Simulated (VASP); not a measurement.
# Cs2Cd (Fm-3m) in VASP: a series of runs

Cs2Cd is run at these levels: PBE; tasks: relaxation of cell and atoms.

All numbers are computed with VASP 6.6.1; they aren't measurements. Logs are shortened: lines on timing, memory, paths and dates and some standing lists are left out, and cuts for length are marked.

## Step 1: The cell of the first run

The structure is cubic, space group Fm-3m (No. 225). The conventional cell has a = 8.269 Å, b = 8.269 Å, c = 8.269 Å, α = 90.00°, β = 90.00°, γ = 90.00°. Cs (site symmetry -43m) has 4 Cd at 3.58 Å and 6 Cs at 4.13 Å within 4.7 Å. Within 4.7 Å of Cd (site symmetry m-3m) lie 8 Cs at 3.58 Å.

The cell was generated, and may not be a known phase.

## Step 2: Relaxation of cell and atoms, PBE

Input file INCAR:

```
SYSTEM = Cs2Cd
  PREC = Accurate
  ENCUT = 630
  EDIFF = 1E-7
  ISMEAR = 0
  SIGMA = 0.1
  LREAL = .False.
  LASPH = .True.
  NELM = 120
  ALGO = Normal
  ISIF = 3
  LWAVE = .False.
  LCHARG = .False.
  GGA = PE
  IBRION = 2
  NSW = 90
  EDIFFG = -0.04
  GGA_COMPAT = .False.
  NELMIN = 4
```

Input file KPOINTS:

```
Automatic mesh
0
Gamma
  4 4 4
  0 0 0
```

Input file POSCAR:

```
Cs2Cd
1.0
    0.0000000000      4.1345174900      4.1345174900
    4.1345174900      0.0000000000      4.1345174900
    4.1345174900      4.1345174900      0.0000000000
Cs Cd
2 1
Direct
    0.2500000000      0.2500000000      0.2500000000
    0.7500000000      0.7500000000      0.7500000000
    0.5000000000      0.5000000000      0.5000000000
```

Potentials or basis: VASP PAW PBE potentials, release 64 (Cs_sv, Cd_sv_GW).

Started as:

```
$ cat potpaw_PBE.64/Cs_sv/POTCAR potpaw_PBE.64/Cd_sv_GW/POTCAR > POTCAR
$ mpirun -np 1 vasp_std > vasp.out
```

OUTCAR:

```text
SYSTEM = Cs2Cd
   PREC = Accurate
   ENCUT = 630
   EDIFF = 1E-7
   ISMEAR = 0
   LREAL = .False.
   LASPH = .True.
   NELM = 120
   ISIF = 3
   GGA = PE
   IBRION = 2
   NSW = 90
   EDIFFG = -0.04
   NELMIN = 4

 ion  position               nearest neighbor table
   1  0.250  0.250  0.250-
   2  0.750  0.750  0.750-
   3  0.500  0.500  0.500-

  LATTYP: Found a face centered cubic cell.
 ALAT       =     8.2690349800

  Lattice vectors:

 A1 = (   0.0000000000,   4.1345174900,   4.1345174900)
 A2 = (   4.1345174900,   0.0000000000,   4.1345174900)
 A3 = (   4.1345174900,   4.1345174900,   0.0000000000)

Analysis of symmetry for initial positions (statically):
=====================================================================
 Subroutine PRICEL returns:
 Original cell was already a primitive cell.

 Routine SETGRP: Setting up the symmetry group for a
 face centered cubic supercell.

 Subroutine GETGRP returns: Found 48 space group operations
 (whereof 48 operations were pure point group operations)
 out of a pool of 48 trial point group operations.

The static configuration has the point symmetry O_h .

Analysis of symmetry for dynamics (positions and initial velocities):
=====================================================================
 Subroutine PRICEL returns:
 Original cell was already a primitive cell.

 Routine SETGRP: Setting up the symmetry group for a
 face centered cubic supercell.

 Subroutine GETGRP returns: Found 48 space group operations
 (whereof 48 operations were pure point group operations)
 out of a pool of 48 trial point group operations.

The dynamic configuration has the point symmetry O_h .

 Subroutine INISYM returns: Found 48 space group operations
 (whereof 48 operations are pure point group operations),
 and found     1 'primitive' translations

----------------------------------------------------------------------------------------

                                     Primitive cell

  volume of cell :     141.3528

  direct lattice vectors                    reciprocal lattice vectors
     0.000000000  4.134517490  4.134517490    -0.120933096  0.120933096  0.120933096
     4.134517490  0.000000000  4.134517490     0.120933096 -0.120933096  0.120933096
     4.134517490  4.134517490  0.000000000     0.120933096  0.120933096 -0.120933096

  length of vectors
     5.847090708  5.847090708  5.847090708     0.209462266  0.209462266  0.209462266

  position of ions in fractional coordinates (direct lattice)
     0.250000000  0.250000000  0.250000000
     0.750000000  0.750000000  0.750000000
     0.500000000  0.500000000  0.500000000

  ion indices of the primitive-cell ions
   primitive index   ion index
                 1           1
                 2           2
                 3           3

----------------------------------------------------------------------------------------

 KPOINTS: Automatic mesh

Automatic generation of k-mesh.
 Grid dimensions read from file:
 generate k-points for:    4    4    4

 Generating k-lattice:

  Cartesian coordinates                     Fractional coordinates (reciprocal lattice)
    -0.030233274  0.030233274  0.030233274     0.250000000  0.000000000  0.000000000
     0.030233274 -0.030233274  0.030233274     0.000000000  0.250000000  0.000000000
     0.030233274  0.030233274 -0.030233274     0.000000000  0.000000000  0.250000000

  Length of vectors
     0.052365567  0.052365567  0.052365567

  Shift w.r.t. Gamma in fractional coordinates (k-lattice)
     0.000000000  0.000000000  0.000000000

 Subroutine IBZKPT returns following result:
 ===========================================

 Found      8 irreducible k-points:

 Following reciprocal coordinates:
            Coordinates               Weight
  0.000000  0.000000  0.000000      1.000000
  0.250000  0.000000  0.000000      8.000000
  0.500000  0.000000  0.000000      4.000000
  0.250000  0.250000  0.000000      6.000000
  0.500000  0.250000  0.000000     24.000000
 -0.250000  0.250000  0.000000     12.000000
  0.500000  0.500000  0.000000      3.000000
 -0.250000  0.500000  0.250000      6.000000
   k-points           NKPTS =      8   k-points in BZ     NKDIM =      8   number of bands    NBANDS=     23
   number of dos      NEDOS =    301   number of ions     NIONS =      3
   total plane-waves  NPLWV = 110592
   dimension x,y,z NGX =    48 NGY =   48 NGZ =   48
   dimension x,y,z NGXF=    96 NGYF=   96 NGZF=   96
   ions per type =               2   1
   NGX,Y,Z   is equivalent  to a cutoff of  13.65, 13.65, 13.65 a.u.
   NGXF,Y,Z  is equivalent  to a cutoff of  27.29, 27.29, 27.29 a.u.
 SYSTEM =  Cs2Cd
   PREC   = accura    normal or accurate (medium, high low for compatibility)
   ISTART =      0    job   : 0-new  1-cont  2-samecut
   ICHARG =      2    charge: 1-file 2-atom 10-const
   ISPIN  =      1    spin polarized calculation?
   LNONCOLLINEAR =      F non collinear calculations
   LSORBIT =      F    spin-orbit coupling
   LASPH  =      T    aspherical Exc in radial PAW
   ENCUT  =  630.0 eV  46.30 Ry    6.80 a.u.  11.97 11.97 11.97*2*pi/ulx,y,z
   NELM   =    120;   NELMIN=  4; NELMDL= -5     # of ELM steps
   EDIFF  = 0.1E-06   stopping-criterion for ELM
   LREAL  =      F    real-space projection
   EDIFFG = -.4E-01   stopping-criterion for IOM
   NSW    =     90    number of steps for IOM
   IBRION =      2    ionic relax: 0-MD 1-quasi-New 2-CG
   NFREE  =      1    steps in history (QN), initial steepest desc. (CG)
   ISIF   =      3    stress and relaxation
   ISYM   =      2    0-nonsym 1-usesym 2-fastsym
   POTIM  = 0.5000    time-step for ionic-motion
   TEBEG  =    0.0;   TEEND  =   0.0 temperature during run
   PSTRESS=    0.0 pullay stress
   NELECT =      38.0000    total number of electrons
   NUPDOWN=      -1.0000    fix difference up-down
   EMIN   =  10.00;   EMAX   =-10.00  energy-range for DOS
   EFERMI =   0.00;   METHOD = LEGACY
   ISMEAR =     0;   SIGMA  =   0.10  broadening in eV -4-tet -1-fermi 0-gaus
   EFERMI_NEDOS =   21; number of points for ismear=-14 and -15
   IALGO  =     38    algorithm
   IMIX   =      4    mixing-type and parameters
     AMIX     =   0.40;   BMIX     =  1.00
     AMIX_MAG =   1.60;   BMIX_MAG =  1.00
  volume/ion in A,a.u.               =      47.12       317.97
  Fermi-wavevector in a.u.,A,eV,Ry     =   1.056577  1.996641 15.188934  1.116355
  Thomas-Fermi vector in A             =   2.191818
   LORBIT       =      0    0 simple, 1 ext, 2 COOP (PROOUT), +10 PAW based schemes
   GGA     = PE    functional components
   LHFCALC =     F    Hartree Fock is set to
   AEXX    =    0.0000 exact exchange contribution
   IVDW    =     0    specifies the selected vdW correction
   LEPSILON=     F    determine dielectric tensor
   LRPA    =     F    only Hartree local field effects (RPA)
 conjugate gradient relaxation of ions
 non-spin polarized calculation
 Gauss-broadening in eV      SIGMA  =   0.10
  energy-cutoff  :      630.00
  volume of cell :      141.35
 maximum number of plane-waves:      5104
   NGX = 23   NGY = 23   NGZ = 23

--------------------------------------- Ionic step        1  -------------------------------------------

 number of electron      37.9999994 magnetization

 Free energy of the ion-electron system (eV)
  ---------------------------------------------------
  ext. energy  EPLUGINS =         0.00000000
  ---------------------------------------------------
  free energy    TOTEN  =        -1.77516824 eV

  energy without entropy =       -1.76170923  energy(sigma->0) =       -1.76843874

------------------------ aborting loop because EDIFF is reached ----------------------------------------

  FORCE on cell =-STRESS in cart. coord.  units (eV):
  Direction    XX          YY          ZZ          XY          YZ          ZX
  --------------------------------------------------------------------------------------
  -------------------------------------------------------------------------------------
  Total        3.5230233      3.5230233      3.5230233     -0.0000000     -0.0000000      0.0000000
  in kB       39.9320491     39.9320491     39.9320491     -0.0000000     -0.0000000      0.0000000
  external PRESSURE =      39.9320491 kB  Pullay stress =       0.0000000 kB

 VOLUME and BASIS-vectors are now :
 -----------------------------------------------------------------------------
  energy-cutoff  :      630.00
  volume of cell :      141.35
      direct lattice vectors                 reciprocal lattice vectors
     0.000000000  4.134517490  4.134517490    -0.120933096  0.120933096  0.120933096
     4.134517490  0.000000000  4.134517490     0.120933096 -0.120933096  0.120933096
     4.134517490  4.134517490  0.000000000     0.120933096  0.120933096 -0.120933096
[... 75 lines left out ...]
 POSITION                                       TOTAL-FORCE (eV/Angst)
 -----------------------------------------------------------------------------------
      2.29052      2.29052      2.29052         0.000000      0.000000      0.000000
      6.87155      6.87155      6.87155        -0.000000     -0.000000      0.000000
      4.58103      4.58103      4.58103         0.000000     -0.000000     -0.000000
 -----------------------------------------------------------------------------------
    total drift:                               -0.000000     -0.000000     -0.000000

  FREE ENERGIE OF THE ION-ELECTRON SYSTEM (eV)
  ---------------------------------------------------
  free  energy   TOTEN  =        -2.3512152340 eV

  energy  without entropy=       -2.3404500863  energy(sigma->0) =       -2.34583266

--------------------------------------- Ionic step        4  -------------------------------------------

 number of electron      37.9999987 magnetization

 Free energy of the ion-electron system (eV)
  ---------------------------------------------------
  ext. energy  EPLUGINS =         0.00000000
  ---------------------------------------------------
  free energy    TOTEN  =        -2.36373792 eV

  energy without entropy =       -2.35334588  energy(sigma->0) =       -2.35854190

 E-fermi :   1.3849     XC(G=0):  -6.6489

 val. band max:        1.3701505869   @ k =  -0.2500   0.5000   0.2500
 cond. band min:       1.5888274314   @ k =   0.0000   0.0000   0.0000
 fundamental gap:      0.2186768445
 Fermi energy:         1.3849424376

 k-point     1 :       0.0000    0.0000    0.0000
  band No.  band energies     occupation
      1    -101.7413      2.00000
      2     -62.7913      2.00000
      3     -62.7913      2.00000
      4     -62.7913      2.00000
      5     -22.0229      2.00000
      6     -21.9715      2.00000
[... 15 lines left out ...]
     22       2.4467      0.00000
     23       3.0284      0.00000
[... 202 lines left out ...]
 POSITION                                       TOTAL-FORCE (eV/Angst)
 -----------------------------------------------------------------------------------
      2.32825      2.32825      2.32825        -0.000000      0.000000      0.000000
      6.98475      6.98475      6.98475        -0.000000     -0.000000     -0.000000
      4.65650      4.65650      4.65650         0.000000      0.000000      0.000000
 -----------------------------------------------------------------------------------
    total drift:                               -0.000000     -0.000000     -0.000000

  FREE ENERGIE OF THE ION-ELECTRON SYSTEM (eV)
  ---------------------------------------------------
  free  energy   TOTEN  =        -2.3637379215 eV

  energy  without entropy=       -2.3533458756  energy(sigma->0) =       -2.35854190

 reached required accuracy - stopping structural energy minimisation
```

It took 3.9 min on 1 thread of Intel Xeon Platinum 8375C at 2.90GHz (Ice Lake), shared host; peak memory 0.36 GiB.

Results:

| Quantity | Value |
| --- | --- |
| Free energy | -2.3637 eV |
| Relaxed volume | 67.31 Å³/atom |
| Relaxed cell | a = 6.585 Å, b = 6.585 Å, c = 6.585 Å, α = 60.00°, β = 60.00°, γ = 60.00° |
| Space group after relaxing (to 0.1 Å) | Fm-3m (No. 225) |
| Energy gained by relaxing | 196.2 meV/atom |
| Ionic steps | 4 |
| Pressure after relaxing | 0.1 GPa |
| Band gap on the k mesh | zero (bands 19 and 20 overlap by 0.22 eV) |

Step by step:
| step | energy change (eV) | largest force (eV/Å) | pressure (GPa) | volume (Å³) |
| --- | --- | --- | --- | --- |
| 1 | 0.0000 | 0.0000 | 3.99 | 141.35 |
| 2 | -0.4280 | 0.0000 | 1.61 | 166.76 |
| 3 | -0.5760 | 0.0000 | 0.37 | 192.27 |
| 4 | -0.5886 | 0.0000 | 0.07 | 201.93 |

Final structure:
```
Cs Cd
1.0
     0.00000    4.65650    4.65650
     4.65650    0.00000    4.65650
     4.65650    4.65650    0.00000
Cs Cd
2 1
Direct
  0.25000 0.25000 0.25000
  0.75000 0.75000 0.75000
  0.50000 0.50000 0.50000
```

Caveat: the volume moved by over 15 % at a fixed basis, so the end points are rough; spin-orbit coupling is left out, which moves the levels of the heavy elements.

## Step 3: Relaxation of cell and atoms, PBE

This run uses another cell than the first one, of 68.66 Å³/atom.

Input file INCAR:

```
ALGO = Fast ; EDIFF = 1E-6
EDIFFG = -0.01 ; ENCUT = 600
GGA = PE ; IBRION = 2
ISIF = 3 ; ISMEAR = 0
LASPH = True ; LCHARG = False
LREAL = False ; LWAVE = False
NELM = 100 ; NSW = 100
PREC = Accurate ; SIGMA = 0.1
```

Input file KPOINTS:

```
k-points
0
Gamma
  10 10 10
```

Input file POSCAR:

```
Cs2Cd
1.0
    0.0000000000      4.6873783304      4.6873783304
    4.6873783304      0.0000000000      4.6873783304
    4.6873783304      4.6873783304      0.0000000000
Cs Cd
2 1
Direct
    0.2500000000      0.2500000000      0.2500000000
    0.7500000000      0.7500000000      0.7500000000
    0.5000000000      0.5000000000      0.5000000000
```

Potentials or basis: VASP PAW PBE potentials, release 64 (Cs_sv, Cd).

Started as:

```
$ cat potpaw_PBE.64/Cs_sv/POTCAR potpaw_PBE.64/Cd/POTCAR > POTCAR
$ mpirun -np 1 vasp_std > vasp.out
```

Run time: 8.2 min. Hardware: 1 thread of Intel Xeon Platinum 8488C (Sapphire Rapids), shared host; peak memory 0.57 GiB.

It converged, with:

```yaml
Free_energy: -2.4301 eV
Relaxed_volume: 73.22 Å³/atom
Relaxed_cell: a = 6.773 Å, b = 6.773 Å, c = 6.773 Å, α = 60.00°, β = 60.00°, γ = 60.00°
Space_group_after_relaxing_to_0.1_Å: Fm-3m (No. 225)
Energy_gained_by_relaxing: 3.7 meV/atom
Ionic_steps: 4
Pressure_after_relaxing: 0.0 GPa
Band_gap_on_the_k_mesh: zero (bands 15 and 16 overlap by 0.27 eV)
```

Step by step:
| step | energy change (eV) | largest force (eV/Å) | pressure (GPa) | volume (Å³) |
| --- | --- | --- | --- | --- |
| 1 | 0.0000 | 0.0000 | 0.29 | 205.98 |
| 2 | -0.0054 | 0.0000 | 0.19 | 209.65 |
| 3 | -0.0110 | 0.0000 | 0.04 | 217.68 |
| 4 | -0.0112 | 0.0000 | 0.00 | 219.67 |

Final structure:
```
CELL_PARAMETERS angstrom
0.00000 4.78903 4.78903
4.78903 0.00000 4.78903
4.78903 4.78903 0.00000
ATOMIC_POSITIONS crystal
Cs 0.25000 0.25000 0.25000
Cs 0.75000 0.75000 0.75000
Cd 0.50000 0.50000 0.50000
```

Levels at points of the mesh, in eV from the Fermi level:
| k point | band 13 | band 14 | band 15 | band 16 | band 17 | band 18 |
| --- | --- | --- | --- | --- | --- | --- |
| (0.00, 0.00, 0.00) | -8.91 | -3.76 | 0.29 | 0.29 | 0.29 | 0.92 |
| (0.50, 0.00, 0.00) | -8.91 | -3.36 | -0.44 | 0.72 | 0.72 | 2.10 |
| (0.50, 0.50, 0.00) | -8.92 | -3.26 | -0.61 | 0.74 | 0.99 | 0.99 |

Caveat: spin-orbit coupling is left out, which moves the levels of the heavy elements.

The gap in the log of VASP goes by the Fermi energy; the results here count the filled bands.